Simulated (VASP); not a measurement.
# W in VASP: further runs

W is run at these levels: PBE; tasks: single point, relaxation of cell and atoms.

Program: VASP 6.6.1. These are calculated values, not measurements. Logs are shortened: lines on timing, memory, paths and dates and some standing lists are left out, and cuts for length are marked.

### 1 The cell of the first run

The structure is cubic, space group Im-3m (No. 229). Conventional cell: a = 3.184 Å, b = 3.184 Å, c = 3.184 Å, α = 90.00°, β = 90.00°, γ = 90.00°. W (site symmetry m-3m) has 14 W at 2.76 to 3.18 Å within 3.6 Å.

### 2 Single point, PBE

The input, INCAR:

```
PREC = Accurate
ENCUT = 520
EDIFF = 1E-6
ISMEAR = 0
SIGMA = 0.1
LREAL = False
LASPH = True
NELM = 100
ALGO = Normal
ISIF = 2
LWAVE = False
LCHARG = True
GGA = PE
LELF = True
LVHAR = True
NBANDS = 13
```

The input, KPOINTS:

```
Automatic mesh
0
Gamma
  18 18 18
```

The input, POSCAR:

```
W
1.0
   -1.5917959617      1.5917959617      1.5917959617
    1.5917959617     -1.5917959617      1.5917959617
    1.5917959617      1.5917959617     -1.5917959617
W
1
Direct
    0.0000000000      0.0000000000      0.0000000000
```

Potentials or basis: VASP PAW PBE potentials, release 64 (W_sv).

On the command line:

```bash
> cat potpaw_PBE.64/W_sv/POTCAR > POTCAR
> mpirun -np 1 vasp_std > vasp.out
```

OUTCAR:

```text
PREC = Accurate
   ENCUT = 520
   EDIFF = 1E-6
   ISMEAR = 0
   LREAL = False
   LASPH = True
   NELM = 100
   ISIF = 2
   GGA = PE

 ion  position               nearest neighbor table
   1  0.000  0.000  0.000-

  LATTYP: Found a body centered cubic cell.
 ALAT       =     3.1835919234

  Lattice vectors:

 A1 = (  -1.5917959617,   1.5917959617,   1.5917959617)
 A2 = (   1.5917959617,  -1.5917959617,   1.5917959617)
 A3 = (   1.5917959617,   1.5917959617,  -1.5917959617)

Analysis of symmetry for initial positions (statically):
=====================================================================
 Subroutine PRICEL returns:
 Original cell was already a primitive cell.

 Routine SETGRP: Setting up the symmetry group for a
 body centered cubic supercell.

 Subroutine GETGRP returns: Found 48 space group operations
 (whereof 48 operations were pure point group operations)
 out of a pool of 48 trial point group operations.

The static configuration has the point symmetry O_h .

Analysis of symmetry for dynamics (positions and initial velocities):
=====================================================================
 Subroutine PRICEL returns:
 Original cell was already a primitive cell.

 Routine SETGRP: Setting up the symmetry group for a
 body centered cubic supercell.

 Subroutine GETGRP returns: Found 48 space group operations
 (whereof 48 operations were pure point group operations)
 out of a pool of 48 trial point group operations.

The dynamic configuration has the point symmetry O_h .

 Subroutine INISYM returns: Found 48 space group operations
 (whereof 48 operations are pure point group operations),
 and found     1 'primitive' translations

----------------------------------------------------------------------------------------

                                     Primitive cell

  volume of cell :      16.1333

  direct lattice vectors                    reciprocal lattice vectors
    -1.591795962  1.591795962  1.591795962     0.000000000  0.314110610  0.314110610
     1.591795962 -1.591795962  1.591795962     0.314110610  0.000000000  0.314110610
     1.591795962  1.591795962 -1.591795962     0.314110610  0.314110610  0.000000000

  length of vectors
     2.757071481  2.757071481  2.757071481     0.444219484  0.444219484  0.444219484

  position of ions in fractional coordinates (direct lattice)
     0.000000000  0.000000000  0.000000000

  ion indices of the primitive-cell ions
   primitive index   ion index
                 1           1

----------------------------------------------------------------------------------------

 KPOINTS: Automatic mesh

Automatic generation of k-mesh.
 Grid dimensions read from file:
 generate k-points for:   18   18   18

 Generating k-lattice:

  Cartesian coordinates                     Fractional coordinates (reciprocal lattice)
     0.000000000  0.017450589  0.017450589     0.055555556  0.000000000  0.000000000
     0.017450589  0.000000000  0.017450589     0.000000000  0.055555556  0.000000000
     0.017450589  0.017450589  0.000000000     0.000000000  0.000000000  0.055555556

  Length of vectors
     0.024678860  0.024678860  0.024678860

  Shift w.r.t. Gamma in fractional coordinates (k-lattice)
     0.000000000  0.000000000  0.000000000

 Subroutine IBZKPT returns following result:
 ===========================================

 Found    195 irreducible k-points:

 Following reciprocal coordinates:
            Coordinates               Weight
  0.000000  0.000000  0.000000      1.000000
  0.055556  0.000000  0.000000     12.000000
  0.111111  0.000000  0.000000     12.000000
  0.166667  0.000000  0.000000     12.000000
  0.222222  0.000000  0.000000     12.000000
  0.277778  0.000000  0.000000     12.000000
[... 16 lines left out ...]
  0.333333  0.111111 -0.000000     48.000000
  0.388889  0.111111 -0.000000     48.000000
 [... further k-points ...]
   k-points           NKPTS =    195   k-points in BZ     NKDIM =    195   number of bands    NBANDS=     13
   number of dos      NEDOS =    301   number of ions     NIONS =      1
   total plane-waves  NPLWV =  13824
   dimension x,y,z NGX =    24 NGY =   24 NGZ =   24
   dimension x,y,z NGXF=    48 NGYF=   48 NGZF=   48
   ions per type =               1
   NGX,Y,Z   is equivalent  to a cutoff of  14.47, 14.47, 14.47 a.u.
   NGXF,Y,Z  is equivalent  to a cutoff of  28.94, 28.94, 28.94 a.u.
 SYSTEM =  unknown system
   PREC   = accura    normal or accurate (medium, high low for compatibility)
   ISTART =      0    job   : 0-new  1-cont  2-samecut
   ICHARG =      2    charge: 1-file 2-atom 10-const
   ISPIN  =      1    spin polarized calculation?
   LNONCOLLINEAR =      F non collinear calculations
   LSORBIT =      F    spin-orbit coupling
   LASPH  =      T    aspherical Exc in radial PAW
   ENCUT  =  520.0 eV  38.22 Ry    6.18 a.u.   5.13  5.13  5.13*2*pi/ulx,y,z
   NELM   =    100;   NELMIN=  2; NELMDL= -5     # of ELM steps
   EDIFF  = 0.1E-05   stopping-criterion for ELM
   LREAL  =      F    real-space projection
   EDIFFG = 0.1E-04   stopping-criterion for IOM
   NSW    =      0    number of steps for IOM
   IBRION =     -1    ionic relax: 0-MD 1-quasi-New 2-CG
   NFREE  =      0    steps in history (QN), initial steepest desc. (CG)
   ISIF   =      2    stress and relaxation
   ISYM   =      2    0-nonsym 1-usesym 2-fastsym
   POTIM  = 0.5000    time-step for ionic-motion
   TEBEG  =    0.0;   TEEND  =   0.0 temperature during run
   PSTRESS=    0.0 pullay stress
   NELECT =      14.0000    total number of electrons
   NUPDOWN=      -1.0000    fix difference up-down
   EMIN   =  10.00;   EMAX   =-10.00  energy-range for DOS
   EFERMI =   0.00;   METHOD = LEGACY
   ISMEAR =     0;   SIGMA  =   0.10  broadening in eV -4-tet -1-fermi 0-gaus
   EFERMI_NEDOS =   21; number of points for ismear=-14 and -15
   IALGO  =     38    algorithm
   IMIX   =      4    mixing-type and parameters
     AMIX     =   0.40;   BMIX     =  1.00
     AMIX_MAG =   1.60;   BMIX_MAG =  1.00
  volume/ion in A,a.u.               =      16.13       108.87
  Fermi-wavevector in a.u.,A,eV,Ry     =   1.561505  2.950817 33.175067  2.438299
  Thomas-Fermi vector in A             =   2.664561
   LORBIT       =      0    0 simple, 1 ext, 2 COOP (PROOUT), +10 PAW based schemes
   GGA     = PE    functional components
   LHFCALC =     F    Hartree Fock is set to
   AEXX    =    0.0000 exact exchange contribution
   IVDW    =     0    specifies the selected vdW correction
   LEPSILON=     F    determine dielectric tensor
   LRPA    =     F    only Hartree local field effects (RPA)
 non-spin polarized calculation
 Gauss-broadening in eV      SIGMA  =   0.10
  energy-cutoff  :      520.00
  volume of cell :       16.13
 maximum number of plane-waves:       466
 NGX is ok and might be reduce to    24
   NGX = 11   NGY = 11   NGZ = 11

 number of electron      14.0000002 magnetization

 Free energy of the ion-electron system (eV)
  ---------------------------------------------------
  ext. energy  EPLUGINS =         0.00000000
  ---------------------------------------------------
  free energy    TOTEN  =       -12.95114272 eV

  energy without entropy =      -12.94757075  energy(sigma->0) =      -12.94935674

 E-fermi :  11.1891     XC(G=0): -13.5406

 val. band max:       11.1849392976   @ k =  -0.2778   0.3333   0.2222
 cond. band min:      11.2012039326   @ k =   0.5000   0.5000   0.2222
 fundamental gap:      0.0162646350
 Fermi energy:        11.1890550532

 k-point     1 :       0.0000    0.0000    0.0000
  band No.  band energies     occupation
      1     -63.0115      2.00000
      2     -26.5992      2.00000
      3     -26.5992      2.00000
      4     -26.5992      2.00000
      5       1.6507      2.00000
      6       9.9929      2.00000
      7       9.9929      2.00000
      8       9.9929      2.00000
      9      13.4123      0.00000
     10      13.4123      0.00000
     11      25.6666      0.00000
     12      25.6666      0.00000
     13      25.6666      0.00000

 k-point     2 :       0.0556    0.0000    0.0000
  band No.  band energies     occupation
      1     -63.0078      2.00000
      2     -26.6388      2.00000
      3     -26.6116      2.00000
      4     -26.5994      2.00000
      5       1.7975      2.00000
      6       9.9036      2.00000
      7       9.9732      2.00000
      8      10.1340      2.00000
      9      13.2687      0.00000
     10      13.4132      0.00000
     11      25.7920      0.00000
     12      25.9165      0.00000
     13      26.0248      0.00000

 k-point     3 :       0.1111    0.0000    0.0000
  band No.  band energies     occupation
      1     -62.9971      2.00000
      2     -26.7516      2.00000
      3     -26.6471      2.00000
      4     -26.5999      2.00000
      5       2.2219      2.00000
      6       9.6569      2.00000
      7       9.8873      2.00000
      8      10.5526      2.00000
      9      12.9602      0.00000
     10      13.4228      0.00000
     11      26.1052      0.00000
     12      26.6435      0.00000
     13      26.9368      0.00000
[... 305 lines left out ...]
 k-point    23 :       0.3333    0.1111   -0.0000
  band No.  band energies     occupation
      1     -62.8976      2.00000
      2     -27.6557      2.00000
      3     -26.9868      2.00000
      4     -26.6578      2.00000
      5       5.4485      2.00000
      6       7.9946      2.00000
      7       9.8647      2.00000
      8      13.0969      0.00000
      9      14.2512      0.00000
     10      16.4463      0.00000
     11      22.9961      0.00000
     12      24.4157      0.00000
     13      28.7509      0.00000

 k-point    24 :       0.3889    0.1111   -0.0000
  band No.  band energies     occupation
      1     -62.8874      2.00000
      2     -27.7391      2.00000
      3     -27.0281      2.00000
      4     -26.6592      2.00000
      5       5.4560      2.00000
      6       7.8557      2.00000
      7      10.5768      2.00000
      8      13.1783      0.00000
      9      14.4727      0.00000
     10      17.4661      0.00000
     11      21.8660      0.00000
     12      23.6669      0.00000
     13      27.7490      0.00000

 [... further k-points ...]

------------------------ aborting loop because EDIFF is reached ----------------------------------------

  FORCE on cell =-STRESS in cart. coord.  units (eV):
  Direction    XX          YY          ZZ          XY          YZ          ZX
  --------------------------------------------------------------------------------------
  -------------------------------------------------------------------------------------
  Total        0.0476474      0.0476474      0.0476474     -0.0000000     -0.0000000     -0.0000000
  in kB        4.7318111      4.7318111      4.7318111     -0.0000000     -0.0000000     -0.0000000
  external PRESSURE =       4.7318111 kB  Pullay stress =       0.0000000 kB

 VOLUME and BASIS-vectors are now :
 -----------------------------------------------------------------------------
  energy-cutoff  :      520.00
  volume of cell :       16.13
      direct lattice vectors                 reciprocal lattice vectors
    -1.591795962  1.591795962  1.591795962     0.000000000  0.314110610  0.314110610
     1.591795962 -1.591795962  1.591795962     0.314110610  0.000000000  0.314110610
     1.591795962  1.591795962 -1.591795962     0.314110610  0.314110610  0.000000000

 POSITION                                       TOTAL-FORCE (eV/Angst)
 -----------------------------------------------------------------------------------
      0.00000      0.00000      0.00000        -0.000000      0.000000      0.000000
 -----------------------------------------------------------------------------------
    total drift:                                0.000000      0.000000      0.000000

  FREE ENERGIE OF THE ION-ELECTRON SYSTEM (eV)
  ---------------------------------------------------
  free  energy   TOTEN  =       -12.9511427214 eV

  energy  without entropy=      -12.9475707517  energy(sigma->0) =      -12.94935674
```

Wall time 11 s (1 thread of Intel Xeon 6975P-C (Granite Rapids), shared host); peak memory 0.17 GiB.

What came out:

* Free energy: -12.9511 eV
* Pressure: 0.5 GPa
* Band gap on the k mesh: zero (band 7 reaches 16.23 eV, above the bottom of band 8 at 9.99 eV)

Caveat: spin-orbit coupling is left out, which moves the levels of the heavy elements.

(Part 1 of 2 ends here.)
